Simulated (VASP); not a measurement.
## Au: single point with PBEsol

The system is Au.

```xyz
2
Lattice="1.4100 -2.4918 0.0000 1.4100 2.4918 0.0000 0.0000 0.0000 4.8007" Properties=species:S:1:pos:R:3 pbc="T T T"
Au    1.4100   -0.8166    1.2002
Au    1.4100    0.8166    3.6005
```

This cell differs from its parent crystal: strain -0.0100 x Voigt [0, 1, 0, 0, 0, 0].

- Program: VASP 6.6.1
- Task: single point
- Functional: PBEsol
- Potentials or basis: VASP PAW PBE potentials, release 64 (Au)
- Cutoff: 520 eV
- k mesh: 24 × 24 × 12
- Occupations: gaussian, width 0.15 eV
- Spin: no spin polarisation

* Pressure: 1.5 GPa
* Band gap on the k mesh: zero (bands 11 and 12 overlap by 6.93 eV)

Stress tensor (GPa, compression positive):
```
2.16 0.00 0.00
0.00 1.52 0.00
0.00 0.00 0.97
```

Levels at points of the mesh, in eV from the Fermi level:
```tsv
k point	band 7	band 8	band 9	band 10	band 11	band 12	band 13	band 14	band 15	band 16
(0.00, 0.00, 0.00)	-4.18	-3.62	-3.48	-2.19	-2.15	-1.27	2.69	14.56	15.65	16.79
(0.50, 0.00, 0.00)	-3.71	-1.94	-1.81	-1.64	0.40	1.73	5.78	7.28	7.52	10.22
(0.50, 0.50, 0.00)	-3.87	-1.91	-1.87	-1.66	0.35	1.46	5.68	7.21	7.31	10.77
(0.00, 0.00, 0.50)	-4.52	-4.52	-2.68	-2.68	-2.59	-2.59	10.61	10.61	14.90	14.90
(0.50, 0.00, 0.50)	-2.46	-2.46	-1.70	-1.70	0.49	0.49	4.12	4.12	13.30	13.30
(0.50, 0.50, 0.50)	-2.38	-2.38	-1.75	-1.75	0.25	0.25	3.91	3.91	13.00	13.00
```

Run time: 8.2 min on 1 thread of AMD EPYC 9755 128-Core Processor, with other jobs on the host, peak memory 0.56 GiB.

Caveat: the cell differs from its parent crystal (strain -0.0100 x Voigt [0, 1, 0, 0, 0, 0]); the PAW data sets were made with another functional, which shifts forces and pressure a little; spin-orbit coupling is left out, which moves the levels of the heavy elements.
